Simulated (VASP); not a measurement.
A run of VASP 6.6.1:

File INCAR:

```
SYSTEM = Te2Mo
PREC = Accurate
ENCUT = 520
EDIFF = 1E-7
ISMEAR = -1
SIGMA = 0.05
LREAL = .FALSE.
LASPH = .TRUE.
NELM = 60
ALGO = Normal
ISIF = 2
LWAVE = .FALSE.
LCHARG = .FALSE.
GGA = RP
NBANDS = 64
```

The input KPOINTS:

```
Automatic mesh
0
G
  9 9 1
  0 0 0
```

File POSCAR:

```
Te2Mo
1.0
    3.5897249989      0.0000000000      0.0000000000
   -1.7948624994      3.1087930416      0.0000000000
    0.0000000000      0.0000000000     43.0105011848
Te Mo
8 4
Direct
    0.3333333333      0.6666666667      0.3716233362
    0.3333333333      0.6666666667      0.9326369077
    0.6666666667      0.3333333333      0.1514561512
    0.6666666667      0.3333333333      0.7124752063
    0.6666666667      0.3333333333      0.0673630923
    0.6666666667      0.3333333333      0.6283766638
    0.3333333333      0.6666666667      0.2875247937
    0.3333333333      0.6666666667      0.8485438488
    0.6666666667      0.3333333333      0.3295750342
    0.6666666667      0.3333333333      0.8905906821
    0.3333333333      0.6666666667      0.1094093179
    0.3333333333      0.6666666667      0.6704249658
```

Potentials or basis: VASP PAW PBE potentials, release 64 (Te, Mo_sv).

Command:

```console
$ cat potpaw_PBE.64/Te/POTCAR potpaw_PBE.64/Mo_sv/POTCAR > POTCAR
$ mpirun -np 1 vasp_std > vasp.out
```

Hardware: 1 thread of Oxide Virtual Turin-like Processor, with other jobs on the host.

How long does it take, and how much memory?

Run time: 15 min on 1 thread of Oxide Virtual Turin-like Processor (shared host), peak memory 0.67 GiB. Counts: scf iterations 25, k points 12.
